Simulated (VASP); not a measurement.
# InSb (I4/mmm) in VASP: a series of runs

The runs below take InSb through single point, with PBE.

Everything below comes from runs of VASP 6.6.1. Logs are shortened: lines on timing, memory, paths and dates and some standing lists are left out, and cuts for length are marked.

## 1. The cell of the first run

Symmetry: I4/mmm, No. 139, tetragonal system. The conventional cell has a = 4.494 Å, b = 4.494 Å, c = 5.298 Å, α = 90.00°, β = 90.00°, γ = 90.00°. In (site symmetry 4/mmm) has 6 Sb at 2.65 to 3.18 Å within 3.5 Å. Sb (site symmetry 4/mmm) has 6 In at 2.65 to 3.18 Å within 3.5 Å.

## 2. Single point, PBE (26.76 Å³/atom)

The input, INCAR:

```
SYSTEM = InSb
  PREC = Accurate
  ENCUT = 520
  EDIFF = 1E-6
  ISMEAR = 0
  SIGMA = 0.15
  LREAL = .FALSE.
  LASPH = .TRUE.
  NELM = 80
  ALGO = Normal
  ISIF = 2
  LWAVE = .FALSE.
  LCHARG = .FALSE.
  GGA = PE
  NBANDS = 16
```

The input, KPOINTS:

```
regular mesh
0
G
  14 14 14
  0 0 0
```

The input, POSCAR:

```
InSb
1.0
    0.0000000000      3.1779648043      2.6491514608
    3.1779648043      0.0000000000      2.6491514608
    3.1779648043      3.1779648043      0.0000000000
In Sb
1 1
Direct
    0.0000000000      0.0000000000      0.0000000000
    0.5000000000      0.5000000000      0.5000000000
```

Potentials or basis: VASP PAW PBE potentials, release 64 (In_d, Sb).

Run with:

```bash
> cat potpaw_PBE.64/In_d/POTCAR potpaw_PBE.64/Sb/POTCAR > POTCAR
> mpirun -np 1 vasp_std > vasp.out
```

OUTCAR:

```text
SYSTEM = InSb
   PREC = Accurate
   ENCUT = 520
   EDIFF = 1E-6
   ISMEAR = 0
   LREAL = .FALSE.
   LASPH = .TRUE.
   NELM = 80
   ISIF = 2
   GGA = PE

 ion  position               nearest neighbor table
   1  0.000  0.000  0.000-   2 2.65   2 2.65   2 3.18   2 3.18   2 3.18   2 3.18
   2  0.500  0.500  0.500-   1 2.65   1 2.65   1 3.18   1 3.18   1 3.18   1 3.18

  LATTYP: Found a body centered tetragonal cell.
 ALAT       =     4.4943209270
 C/A-ratio  =     1.1788884256

  Lattice vectors:

 A1 = (   0.0000000000,  -3.1779648043,  -2.6491514608)
 A2 = (   0.0000000000,   3.1779648043,  -2.6491514608)
 A3 = (   3.1779648043,   0.0000000000,   2.6491514608)

Analysis of symmetry for initial positions (statically):
=====================================================================
 Subroutine PRICEL returns:
 Original cell was already a primitive cell.

 Routine SETGRP: Setting up the symmetry group for a
 body centered tetragonal supercell.

 Subroutine GETGRP returns: Found 16 space group operations
 (whereof 16 operations were pure point group operations)
 out of a pool of 16 trial point group operations.

The static configuration has the point symmetry D_4h.

Analysis of symmetry for dynamics (positions and initial velocities):
=====================================================================
 Subroutine PRICEL returns:
 Original cell was already a primitive cell.

 Routine SETGRP: Setting up the symmetry group for a
 body centered tetragonal supercell.

 Subroutine GETGRP returns: Found 16 space group operations
 (whereof 16 operations were pure point group operations)
 out of a pool of 16 trial point group operations.

The dynamic configuration has the point symmetry D_4h.

 Subroutine INISYM returns: Found 16 space group operations
 (whereof 16 operations are pure point group operations),
 and found     1 'primitive' translations

----------------------------------------------------------------------------------------

                                     Primitive cell

  volume of cell :      53.5100

  direct lattice vectors                    reciprocal lattice vectors
     0.000000000  3.177964804  2.649151461    -0.157333398  0.157333398  0.188739680
     3.177964804  0.000000000  2.649151461     0.157333398 -0.157333398  0.188739680
     3.177964804  3.177964804  0.000000000     0.157333398  0.157333398 -0.188739680

  length of vectors
     4.137325677  4.137325677  4.494320927     0.291770908  0.291770908  0.291770908

[... 79 lines left out ...]
   NELM   =     80;   NELMIN=  2; NELMDL= -5     # of ELM steps
   EDIFF  = 0.1E-05   stopping-criterion for ELM
   LREAL  =      F    real-space projection
   EDIFFG = 0.1E-04   stopping-criterion for IOM
   NSW    =      0    number of steps for IOM
   IBRION =     -1    ionic relax: 0-MD 1-quasi-New 2-CG
   NFREE  =      0    steps in history (QN), initial steepest desc. (CG)
   ISIF   =      2    stress and relaxation
   ISYM   =      2    0-nonsym 1-usesym 2-fastsym
   POTIM  = 0.5000    time-step for ionic-motion
   TEBEG  =    0.0;   TEEND  =   0.0 temperature during run
   PSTRESS=    0.0 pullay stress
   NELECT =      18.0000    total number of electrons
   NUPDOWN=      -1.0000    fix difference up-down
   EMIN   =  10.00;   EMAX   =-10.00  energy-range for DOS
   EFERMI =   0.00;   METHOD = LEGACY
   ISMEAR =     0;   SIGMA  =   0.15  broadening in eV -4-tet -1-fermi 0-gaus
   EFERMI_NEDOS =   21; number of points for ismear=-14 and -15
   IALGO  =     38    algorithm
   IMIX   =      4    mixing-type and parameters
     AMIX     =   0.40;   BMIX     =  1.00
     AMIX_MAG =   1.60;   BMIX_MAG =  1.00
  volume/ion in A,a.u.               =      26.76       180.55
  Fermi-wavevector in a.u.,A,eV,Ry     =   1.138555  2.151557 17.637334  1.296307
  Thomas-Fermi vector in A             =   2.275259
   LORBIT       =      0    0 simple, 1 ext, 2 COOP (PROOUT), +10 PAW based schemes
   GGA     = PE    functional components
   LHFCALC =     F    Hartree Fock is set to
   AEXX    =    0.0000 exact exchange contribution
   IVDW    =     0    specifies the selected vdW correction
   LEPSILON=     F    determine dielectric tensor
   LRPA    =     F    only Hartree local field effects (RPA)
 non-spin polarized calculation
 Gauss-broadening in eV      SIGMA  =   0.15
  energy-cutoff  :      520.00
  volume of cell :       53.51
 maximum number of plane-waves:      1466
   NGX = 15   NGY = 15   NGZ = 17

 number of electron      18.0000002 magnetization

 Free energy of the ion-electron system (eV)
  ---------------------------------------------------
  ext. energy  EPLUGINS =         0.00000000
  ---------------------------------------------------
  free energy    TOTEN  =        -6.05374669 eV

  energy without entropy =       -6.04011787  energy(sigma->0) =       -6.04693228

 E-fermi :   7.5761     XC(G=0): -10.0429

 val. band max:        7.5550892716   @ k =   0.3571   0.0000   0.0000
 cond. band min:       7.5765101148   @ k =   0.0714   0.0000   0.0000
 fundamental gap:      0.0214208432
 Fermi energy:         7.5761483619

 k-point     1 :       0.0000    0.0000    0.0000
  band No.  band energies     occupation
      1      -7.3083      2.00000
      2      -7.1271      2.00000
      3      -7.1271      2.00000
      4      -7.0716      2.00000
      5      -7.0210      2.00000
      6      -3.9407      2.00000
[... 433 lines left out ...]
      3      -7.1133      2.00000
      4      -7.0507      2.00000
      5      -7.0326      2.00000
      6      -2.9953      2.00000
[... 8 lines left out ...]
     15      16.7637      0.00000
     16      17.0003      0.00000

 [... further k-points ...]

------------------------ aborting loop because EDIFF is reached ----------------------------------------

  FORCE on cell =-STRESS in cart. coord.  units (eV):
  Direction    XX          YY          ZZ          XY          YZ          ZX
  --------------------------------------------------------------------------------------
  -------------------------------------------------------------------------------------
  Total       -0.0495044     -0.0495044      9.9612775      0.0000000     -0.0000000      0.0000000
  in kB       -1.4822438     -1.4822438    298.2570166      0.0000000     -0.0000000      0.0000000
  external PRESSURE =      98.4308430 kB  Pullay stress =       0.0000000 kB

 VOLUME and BASIS-vectors are now :
 -----------------------------------------------------------------------------
  energy-cutoff  :      520.00
  volume of cell :       53.51
      direct lattice vectors                 reciprocal lattice vectors
     0.000000000  3.177964804  2.649151461    -0.157333398  0.157333398  0.188739680
     3.177964804  0.000000000  2.649151461     0.157333398 -0.157333398  0.188739680
     3.177964804  3.177964804  0.000000000     0.157333398  0.157333398 -0.188739680

 POSITION                                       TOTAL-FORCE (eV/Angst)
 -----------------------------------------------------------------------------------
      0.00000      0.00000      0.00000         0.000000     -0.000000     -0.000000
      3.17796      3.17796      2.64915        -0.000000      0.000000      0.000000
 -----------------------------------------------------------------------------------
    total drift:                                0.000000     -0.000000     -0.000000

  FREE ENERGIE OF THE ION-ELECTRON SYSTEM (eV)
  ---------------------------------------------------
  free  energy   TOTEN  =        -6.0537466866 eV

  energy  without entropy=       -6.0401178661  energy(sigma->0) =       -6.04693228
```

OSZICAR:

```text
N       E                     dE             d eps       ncg     rms          rms(c)
DAV:   1     0.111761619689E+03    0.11176E+03   -0.80809E+03  7832   0.120E+03
DAV:   2     0.387364949335E+00   -0.11137E+03   -0.10780E+03  8936   0.293E+02
DAV:   3    -0.597174133920E+01   -0.63591E+01   -0.63159E+01  9960   0.696E+01
DAV:   4    -0.613911673966E+01   -0.16738E+00   -0.16732E+00 10080   0.122E+01
DAV:   5    -0.614712841816E+01   -0.80117E-02   -0.80115E-02 11680   0.221E+00    0.432E+00
DAV:   6    -0.606366403351E+01    0.83464E-01   -0.13962E-01 10808   0.661E+00    0.242E+00
DAV:   7    -0.605411223089E+01    0.95518E-02   -0.44571E-02 12248   0.246E+00    0.651E-01
DAV:   8    -0.605364799489E+01    0.46424E-03   -0.43490E-03 10208   0.844E-01    0.241E-01
DAV:   9    -0.605375511047E+01   -0.10712E-03   -0.36651E-04 11032   0.177E-01    0.879E-02
DAV:  10    -0.605374496439E+01    0.10146E-04   -0.20135E-05 10496   0.357E-02    0.480E-02
DAV:  11    -0.605374693559E+01   -0.19712E-05   -0.78226E-06 10072   0.290E-02    0.177E-02
DAV:  12    -0.605374668660E+01    0.24899E-06   -0.65620E-07  6920   0.731E-03
   1 F= -.60537467E+01 E0= -.60469323E+01  d E =-.136288E-01
```

stdout:

```text
POSCAR found type information on POSCAR InSb
 POSCAR found :  2 types and       2 ions
 scaLAPACK will be used
 LDA part: xc-table for (Slater+PW92), standard interpolation
 POSCAR, INCAR and KPOINTS ok, starting setup
 FFT: planning ... GRIDC
 FFT: planning ... GRID_SOFT
 FFT: planning ... GRID
 WAVECAR not read
 entering main loop
```

It took 2.4 min on 1 thread of AMD EPYC 7R13 (Zen 3), shared host; peak memory 0.32 GiB.

Results:

```
Free energy            : -6.0537 eV
Pressure               : 9.8 GPa
Band gap on the k mesh : zero (bands 9 and 10 overlap by 3.59 eV)
```

Caveat: the cell stands under pressure; spin-orbit coupling is left out, which moves the levels of the heavy elements.

## 3. Single point, PBE (26.75 Å³/atom)

The input, INCAR:

```
SYSTEM = InSb
ALGO = Normal
EDIFF = 1E-7
ENCUT = 520
GGA = PE
ISIF = 2
ISMEAR = 0
LASPH = .True.
LCHARG = .True.
LELF = .True.
LREAL = .False.
LVHAR = .True.
LWAVE = .False.
NBANDS = 16
NELM = 100
PREC = Accurate
SIGMA = 0.15
```

The input, KPOINTS:

```
k-points
0
Gamma
  14 14 14
  0 0 0
```

The input, POSCAR:

```
InSb
1.0
    0.0000000000      3.0520365292      2.8722715776
    3.0520365292      0.0000000000      2.8722715776
    3.0520365292      3.0520365292      0.0000000000
In Sb
1 1
Direct
    0.0000000000      0.0000000000      0.0000000000
    0.5000000000      0.5000000000      0.5000000000
```

Potentials or basis: VASP PAW PBE potentials, release 64 (In_d, Sb).

Run with:

```bash
> cat potpaw_PBE.64/In_d/POTCAR potpaw_PBE.64/Sb/POTCAR > POTCAR
> mpirun -np 1 vasp_std > vasp.out
```

Wall time 2.2 min (1 thread of AMD EPYC 7R13 (Zen 3), shared host); peak memory 0.32 GiB.

Results (log left out):

```yaml
Free_energy: -6.5502 eV
Pressure: 5.3 GPa
Band_gap_on_the_k_mesh: zero (bands 9 and 10 overlap by 3.15 eV)
```

Stress tensor (GPa, compression positive):
```
 2.63  0.00  0.00
 0.00  2.63  0.00
 0.00  0.00 10.62
```

Levels at points of the mesh, in eV from the Fermi level:
```
           k point  band 5  band 6  band 7  band 8  band 9  band 10  band 11  band 12  band 13  band 14
(0.00, 0.00, 0.00)  -14.50  -11.48   -0.53    0.11    0.14     0.14     5.69     5.69     6.10     6.10
(0.50, 0.00, 0.00)  -14.48   -9.46   -6.82    0.18    0.48     2.03     2.22     2.96     3.67    10.33
(0.50, 0.50, 0.00)  -14.47   -8.23   -4.87   -3.69   -2.55    -2.55     2.91     8.61     8.61    10.87
(0.50, 0.00, 0.50)  -14.46   -8.80   -4.87   -3.06   -2.61    -1.91     3.20     7.85     9.91    10.52
```

Caveat: the cell stands under pressure; spin-orbit coupling is left out, which moves the levels of the heavy elements.

(Part 1 of 2 ends here.)
